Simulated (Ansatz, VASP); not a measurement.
**Two plane-wave programs on C**

```
CELL_PARAMETERS angstrom
1.21569 0.70188 10.36701
-1.21569 0.70188 10.36701
0.00000 -1.40376 10.36701
ATOMIC_POSITIONS crystal
C 0.02483 0.02483 0.02483
C 0.97517 0.97517 0.97517
C 0.10868 0.10868 0.10868
C 0.89132 0.89132 0.89132
C 0.15837 0.15837 0.15837
C 0.84163 0.84163 0.84163
C 0.37486 0.37486 0.37486
C 0.62514 0.62514 0.62514
C 0.42532 0.42532 0.42532
C 0.57468 0.57468 0.57468
```

Change from the starting cell: normal strain along x -0.0350, normal strain along y -0.0350.

Alike in both runs: task single point; functional PBE; k mesh 12 × 12 × 12; occupations gaussian, width 0.05 eV; no spin polarisation.

|  | VASP | Ansatz |
| --- | --- | --- |
| version | VASP 6.6.1 | Ansatz 0.2.0 |
| potentials or method | VASP PAW PBE potentials, release 64 (C), cutoff 520 eV | scalar-relativistic, plane waves, PAW |
| valence electrons in the cell | 40 | 40 |

Ansatz gave:

- gap on the k mesh at the Fermi level (eV): 4.75
- least direct gap on the mesh (eV): 4.75
- pressure (GPa): 36.0
- traceless stress, the component that is largest in VASP (GPa): -32.38
- rms of the force components (eV/Å): 0.116

Task: Estimate VASP's values.

Result: gap on the k mesh at the Fermi level (eV): 4.74; least direct gap on the mesh (eV): 4.74; pressure (GPa): 36.9; traceless stress, the component that is largest in VASP (GPa): -32.60; rms of the force components (eV/Å): 0.125.

Atom by atom the forces differ by 0.008 eV/Å (rms over components). Both programs put the cell under a high pressure, so it lies far from rest at this level.
